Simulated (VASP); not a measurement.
Set up this calculation in VASP 6.6.1, as the native input.

```yaml
Task: single point
Functional: PBE
Potentials_or_basis: VASP PAW PBE potentials, release 64 (Si, Mo_sv)
Cutoff: 520 eV
k_mesh: 18 × 18 × 18
Occupations: gaussian, width 0.15 eV
Spin: no spin polarisation
Dipole_correction: no
Further_INCAR_settings: ALGO = Normal; EDIFF = 1e-07; NBANDS = 18
```

The structure of Si2Mo lies in POSCAR:

```
Si2Mo
1.0
   -1.5441464357      1.5441464357      3.9366136217
    1.5441464357     -1.5441464357      3.9366136217
    1.5441464357      1.5441464357     -3.9366136217
Si Mo
2 1
Direct
    0.3350971189      0.3350971189      0.0000000000
    0.6649028811      0.6649028811      0.0000000000
    0.0000000000      0.0000000000      0.0000000000
```

These files were run (other wordings do the same):

INCAR

```
ALGO = Normal
EDIFF = 1E-7
ENCUT = 520
GGA = PE
ISIF = 2
ISMEAR = 0
LASPH = True
LCHARG = False
LREAL = False
LWAVE = False
NBANDS = 18
NELM = 100
PREC = Accurate
SIGMA = 0.15
```

KPOINTS

```
k-points
0
Gamma
  18 18 18
```

Potentials or basis: VASP PAW PBE potentials, release 64 (Si, Mo_sv).

Command:

```bash
$ cat potpaw_PBE.64/Si/POTCAR potpaw_PBE.64/Mo_sv/POTCAR > POTCAR
$ mpirun -np 1 vasp_std > vasp.out
```

It gave:

| Item | Value |
| --- | --- |
| Pressure | 19.9 GPa |
| Largest force | 0.202 eV/Å |
| Band gap on the k mesh | zero (band 11 reaches 14.06 eV, above the bottom of band 12 at 13.09 eV) |

Run time: 11 min on 1 thread of Intel Xeon 8259CL (shared host), peak memory 0.44 GiB.
